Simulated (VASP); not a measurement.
Input of a VASP 6.6.1 run:

File INCAR:

```
SYSTEM = BeTe
PREC = Accurate
ENCUT = 600
EDIFF = 1E-6
ISMEAR = 0
SIGMA = 0.1
LREAL = .False.
LASPH = .True.
NELM = 120
ALGO = Normal
ISIF = 2
LWAVE = .False.
LCHARG = .False.
GGA = B5
ALDAX = 1.0
AGGAX = 1.0
AGGAC = 1.0
ALDAC = 0.0
NBANDS = 11
ISYM = 0
GGA_COMPAT = .False.
```

Contents of KPOINTS:

```
Automatic mesh
0
Gamma
  2 2 2
  0.25 0.25 0.25
```

Contents of POSCAR:

```
BeTe
1.0
    0.0000000000      2.8314587876      2.8314587876
    2.8314587876      0.0000000000      2.8314587876
    2.8314587876      2.8314587876      0.0000000000
Be Te
1 1
Direct
    0.0000000000      0.0000000000      0.0000000000
    0.7500000000      0.7500000000      0.7500000000
```

Potentials or basis: VASP PAW PBE potentials, release 64 (Be, Te).

Run with:

```console
$ cat potpaw_PBE.64/Be/POTCAR potpaw_PBE.64/Te/POTCAR > POTCAR
$ mpirun -np 1 vasp_std > vasp.out
```

Question: What does it give for the pressure?

Answer: 6.0 GPa.

Question: What does it give for the band gap on the k mesh?

Answer: 2.79 eV, indirect (least direct gap 3.83 eV).

Caveat: the k points lie up to 0.96 Å⁻¹ apart; the PAW data sets were made with another functional, which shifts forces and pressure a little; spin-orbit coupling is left out, which moves the levels of the heavy elements. A hybrid or GW would open this gap; BLYP tends to underestimate it.
